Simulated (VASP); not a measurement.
# BeTe (F-43m) in VASP: single point with LDA

Aim: the single point of BeTe with LDA.

All numbers are computed with VASP 6.6.1; they aren't measurements. Logs are shortened: lines on timing, memory, paths and dates and some standing lists are left out, and cuts for length are marked.

## (1) The cell of the first run

Symmetry: F-43m, No. 216, cubic system. Conventional cell: a = 5.540 Å, b = 5.540 Å, c = 5.540 Å, α = 90.00°, β = 90.00°, γ = 90.00°. Be (site symmetry -43m) has 4 Te at 2.40 Å within 3.2 Å. Within 3.2 Å of Te (site symmetry -43m) lie 4 Be at 2.40 Å.

## (2) Single point, LDA

File INCAR:

```
SYSTEM = BeTe
  PREC = Accurate
  ENCUT = 600
  EDIFF = 1E-6
  ISMEAR = 0
  SIGMA = 0.01
  LREAL = .False.
  LASPH = .True.
  NELM = 120
  ALGO = Normal
  ISIF = 2
  LWAVE = .False.
  LCHARG = .True.
  LELF = .True.
  LVHAR = .True.
  NBANDS = 11
  GGA_COMPAT = .False.
```

File KPOINTS:

```
regular mesh
0
Gamma
  6 6 6
  0 0 0
```

File POSCAR:

```
BeTe
1.0
    0.0000000000      2.7700000000      2.7700000000
    2.7700000000      0.0000000000      2.7700000000
    2.7700000000      2.7700000000      0.0000000000
Be Te
1 1
Direct
    0.0000000000      0.0000000000      0.0000000000
    0.2500000000      0.2500000000      0.2500000000
```

Potentials or basis: VASP PAW LDA potentials, release 64 (Be, Te).

The run is started by

```sh
> cat potpaw_LDA.64/Be/POTCAR potpaw_LDA.64/Te/POTCAR > POTCAR
> mpirun -np 1 vasp_std > vasp.out
```

OUTCAR:

```text
SYSTEM = BeTe
   PREC = Accurate
   ENCUT = 600
   EDIFF = 1E-6
   ISMEAR = 0
   LREAL = .False.
   LASPH = .True.
   NELM = 120
   ISIF = 2

 ion  position               nearest neighbor table
   1  0.000  0.000  0.000-   2 2.40   2 2.40   2 2.40   2 2.40
   2  0.250  0.250  0.250-   1 2.40   1 2.40   1 2.40   1 2.40

  LATTYP: Found a face centered cubic cell.
 ALAT       =     5.5400000000

  Lattice vectors:

 A1 = (   0.0000000000,   2.7700000000,   2.7700000000)
 A2 = (   2.7700000000,   0.0000000000,   2.7700000000)
 A3 = (   2.7700000000,   2.7700000000,   0.0000000000)

Analysis of symmetry for initial positions (statically):
=====================================================================
 Subroutine PRICEL returns:
 Original cell was already a primitive cell.

 Routine SETGRP: Setting up the symmetry group for a
 face centered cubic supercell.

 Subroutine GETGRP returns: Found 24 space group operations
 (whereof 24 operations were pure point group operations)
 out of a pool of 48 trial point group operations.

The static configuration has the point symmetry T_d .

Analysis of symmetry for dynamics (positions and initial velocities):
=====================================================================
 Subroutine PRICEL returns:
 Original cell was already a primitive cell.

 Routine SETGRP: Setting up the symmetry group for a
 face centered cubic supercell.

 Subroutine GETGRP returns: Found 24 space group operations
 (whereof 24 operations were pure point group operations)
 out of a pool of 48 trial point group operations.

The dynamic configuration has the point symmetry T_d .

 Subroutine INISYM returns: Found 24 space group operations
 (whereof 24 operations are pure point group operations),
 and found     1 'primitive' translations

----------------------------------------------------------------------------------------

                                     Primitive cell

  volume of cell :      42.5079

  direct lattice vectors                    reciprocal lattice vectors
     0.000000000  2.770000000  2.770000000    -0.180505415  0.180505415  0.180505415
     2.770000000  0.000000000  2.770000000     0.180505415 -0.180505415  0.180505415
     2.770000000  2.770000000  0.000000000     0.180505415  0.180505415 -0.180505415

  length of vectors
     3.917371568  3.917371568  3.917371568     0.312644550  0.312644550  0.312644550

  position of ions in fractional coordinates (direct lattice)
     0.000000000  0.000000000  0.000000000
     0.250000000  0.250000000  0.250000000

  ion indices of the primitive-cell ions
   primitive index   ion index
[... 74 lines left out ...]
   TEBEG  =    0.0;   TEEND  =   0.0 temperature during run
   PSTRESS=    0.0 pullay stress
   NELECT =       8.0000    total number of electrons
   NUPDOWN=      -1.0000    fix difference up-down
   EMIN   =  10.00;   EMAX   =-10.00  energy-range for DOS
   EFERMI =   0.00;   METHOD = LEGACY
   ISMEAR =     0;   SIGMA  =   0.01  broadening in eV -4-tet -1-fermi 0-gaus
   EFERMI_NEDOS =   21; number of points for ismear=-14 and -15
   IALGO  =     38    algorithm
   IMIX   =      4    mixing-type and parameters
     AMIX     =   0.40;   BMIX     =  1.00
     AMIX_MAG =   1.60;   BMIX_MAG =  1.00
  volume/ion in A,a.u.               =      21.25       143.43
  Fermi-wavevector in a.u.,A,eV,Ry     =   0.938170  1.772885 11.975354  0.880164
  Thomas-Fermi vector in A             =   2.065355
   LORBIT       =      0    0 simple, 1 ext, 2 COOP (PROOUT), +10 PAW based schemes
   GGA     = CA    functional components
   LHFCALC =     F    Hartree Fock is set to
   AEXX    =    0.0000 exact exchange contribution
   IVDW    =     0    specifies the selected vdW correction
   LEPSILON=     F    determine dielectric tensor
   LRPA    =     F    only Hartree local field effects (RPA)
 non-spin polarized calculation
 Gauss-broadening in eV      SIGMA  =   0.01
  energy-cutoff  :      600.00
  volume of cell :       42.51
 maximum number of plane-waves:      1435
   NGX = 15   NGY = 15   NGZ = 15

 number of electron       8.0000000 magnetization

 Free energy of the ion-electron system (eV)
  ---------------------------------------------------
  ext. energy  EPLUGINS =         0.00000000
  ---------------------------------------------------
  free energy    TOTEN  =        -8.71896008 eV

  energy without entropy =       -8.71896008  energy(sigma->0) =       -8.71896008

 E-fermi :   5.6219     XC(G=0):  -9.4613

 val. band max:        5.5138216599   @ k =   0.0000   0.0000   0.0000
 cond. band min:       7.2622459147   @ k =   0.5000   0.5000   0.0000
 fundamental gap:      1.7484242548
 Fermi energy:         5.6218971072

 k-point     1 :       0.0000    0.0000    0.0000
  band No.  band energies     occupation
      1      -7.1383      2.00000
      2       5.5138      2.00000
      3       5.5138      2.00000
      4       5.5138      2.00000
      5       9.0541      0.00000
      6       9.0541      0.00000
      7       9.0541      0.00000
      8       9.6037      0.00000
      9      13.7666      0.00000
     10      15.8525      0.00000
     11      15.8525      0.00000
[... 197 lines left out ...]
 k-point    16 :      -0.3333    0.5000    0.1667
  band No.  band energies     occupation
      1      -5.1164      2.00000
      2       0.5322      2.00000
      3       1.8848      2.00000
      4       2.1828      2.00000
      5       9.1128      0.00000
      6       9.7363      0.00000
      7      12.9279      0.00000
      8      13.2533      0.00000
      9      16.5345      0.00000
     10      17.5633      0.00000
     11      18.4435      0.00000

------------------------ aborting loop because EDIFF is reached ----------------------------------------

  FORCE on cell =-STRESS in cart. coord.  units (eV):
  Direction    XX          YY          ZZ          XY          YZ          ZX
  --------------------------------------------------------------------------------------
  -------------------------------------------------------------------------------------
  Total        0.2230731      0.2230731      0.2230731      0.0000000      0.0000000      0.0000000
  in kB        8.4079201      8.4079201      8.4079201      0.0000000      0.0000000      0.0000000
  external PRESSURE =       8.4079201 kB  Pullay stress =       0.0000000 kB

 VOLUME and BASIS-vectors are now :
 -----------------------------------------------------------------------------
  energy-cutoff  :      600.00
  volume of cell :       42.51
      direct lattice vectors                 reciprocal lattice vectors
     0.000000000  2.770000000  2.770000000    -0.180505415  0.180505415  0.180505415
     2.770000000  0.000000000  2.770000000     0.180505415 -0.180505415  0.180505415
     2.770000000  2.770000000  0.000000000     0.180505415  0.180505415 -0.180505415

 POSITION                                       TOTAL-FORCE (eV/Angst)
 -----------------------------------------------------------------------------------
      0.00000      0.00000      0.00000         0.000000      0.000000      0.000000
      1.38500      1.38500      1.38500        -0.000000     -0.000000     -0.000000
 -----------------------------------------------------------------------------------
    total drift:                                0.000000      0.000000      0.000000

  FREE ENERGIE OF THE ION-ELECTRON SYSTEM (eV)
  ---------------------------------------------------
  free  energy   TOTEN  =        -8.7189600765 eV

  energy  without entropy=       -8.7189600765  energy(sigma->0) =       -8.71896008
```

stdout:

```text
POSCAR found type information on POSCAR BeTe
 POSCAR found :  2 types and       2 ions
 scaLAPACK will be used
 LDA part: xc-table for (Slater(with rela. corr.)+CA(PZ))
 , standard interpolation
 POSCAR, INCAR and KPOINTS ok, starting setup
 FFT: planning ... GRIDC
 FFT: planning ... GRID_SOFT
 FFT: planning ... GRID
 WAVECAR not read
 entering main loop
```

Run time: 7.2 s. Hardware: 1 thread of Intel Xeon 6975P-C (Granite Rapids), shared host; peak memory 0.15 GiB.

What came out:

```
Free energy            : -8.7190 eV
Pressure               : 0.8 GPa
Band gap on the k mesh : 1.75 eV, indirect (least direct gap 3.54 eV)
```

Levels at points of the mesh, in eV from the valence-band top:
| k point | band 1 | band 2 | band 3 | band 4 | band 5 | band 6 | band 7 | band 8 | band 9 |
| --- | --- | --- | --- | --- | --- | --- | --- | --- | --- |
| (0.00, 0.00, 0.00) | -12.65 | 0.00 | 0.00 | 0.00 | 3.54 | 3.54 | 3.54 | 4.09 | 8.25 |
| (0.50, 0.00, 0.00) | -11.19 | -5.86 | -1.22 | -1.22 | 3.19 | 4.53 | 4.53 | 7.63 | 10.96 |
| (0.50, 0.50, 0.00) | -10.66 | -5.35 | -2.83 | -2.83 | 1.75 | 2.58 | 9.91 | 9.91 | 11.65 |

Caveat: spin-orbit coupling is left out, which moves the levels of the heavy elements.
